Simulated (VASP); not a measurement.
Here is a VASP 6.6.1 calculation.

File INCAR:

```
ALGO = Normal
EDIFF = 1E-6
ENCUT = 520
GGA = PE
ISIF = 2
ISMEAR = 0
LASPH = True
LCHARG = False
LREAL = False
LWAVE = False
NBANDS = 23
NELM = 100
PREC = Accurate
SIGMA = 0.1
```

KPOINTS

```
k-points
0
Gamma
  6 6 4
```

POSCAR

```
BaAl2B4
1.0
    3.9558352900      0.0000000000      0.0000000000
   -1.9779176500      3.4258538600      0.0000000000
    0.0000000000      0.0000000000      7.0478297200
Ba Al B
1 2 4
Direct
    0.0000000000      0.0000000000      0.0000000000
    0.0000000000      0.0000000000      0.6540345700
    0.0000000000      0.0000000000      0.3459654300
    0.3333333300      0.6666666700      0.9271265000
    0.6666666700      0.3333333300      0.9271265000
    0.6666666700      0.3333333300      0.0728735000
    0.3333333300      0.6666666700      0.0728735000
```

Potentials or basis: VASP PAW PBE potentials, release 64 (Ba_sv, Al, B).

Launch:

```bash
$ cat potpaw_PBE.64/Ba_sv/POTCAR potpaw_PBE.64/Al/POTCAR potpaw_PBE.64/B/POTCAR > POTCAR
$ mpirun -np 1 vasp_std > vasp.out
```

**Question.** What does it give for the pressure?

**Answer.** 109.8 GPa.

**Question.** What does it give for the band gap on the k mesh?

**Answer.** Zero (bands 14 and 15 overlap by 2.94 eV).

**Question.** Predict the largest force.

**Answer.** 57.953 eV/Å.

Forces in eV/Å, atoms in the order of the input:
```
Ba    0.000   0.000   0.000
Al    0.000   0.000   1.647
Al    0.000   0.000  -1.647
B     0.000   0.000 -57.953
B     0.000   0.000 -57.953
B     0.000   0.000  57.953
B     0.000   0.000  57.953
```

Caveat: atoms lie so close that the PAW spheres overlap strongly, which falsifies energies and pressures; the stress differs along the axes, from 46 to 237 GPa; spin-orbit coupling is left out, which moves the levels of the heavy elements; forces of over 1 eV/Å act on the atoms, so gaps and moduli don't describe the material at rest.
